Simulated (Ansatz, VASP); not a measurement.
**One calculation of BaTiO3, two programs**

```
Ba Ti O
1.0
     3.95550    0.00000    0.00000
     0.00000    3.95550    0.00000
     0.00000    0.00000    4.04378
Ba Ti O
1 1 3
Direct
  0.00000 0.00000 0.99808
  0.50000 0.50000 0.48287
  0.50000 0.50000 0.02781
  0.50000 0.00000 0.51712
  0.00000 0.50000 0.51712
```

Alike in both runs: functional PBEsol; k mesh 6 × 6 × 6; no spin polarisation.

Ansatz relaxed the structure, and its values are those at the end. VASP's run is a single point on that final structure, the one shown.

```csv
,VASP,Ansatz
version,VASP 6.6.1,Ansatz 0.2.0
potentials or method,"VASP PAW PBE potentials, release 64 (Ba_sv, Ti_sv, O), cutoff 520 eV","plane waves, PAW"
occupations,"gaussian, width 0.01 eV",fixed
valence electrons in the cell,40,40
```

```csv
,VASP,Ansatz,Ansatz less VASP
gap on the k mesh at the Fermi level (eV),1.78,1.85,+0.067
pressure (GPa),2.0,0.0,-1.95
rms of the force components (eV/Å),0.022,0.000,-0.0220
```

VASP's potentials were made for PBE, not for PBEsol.

Spin-orbit coupling is off throughout.
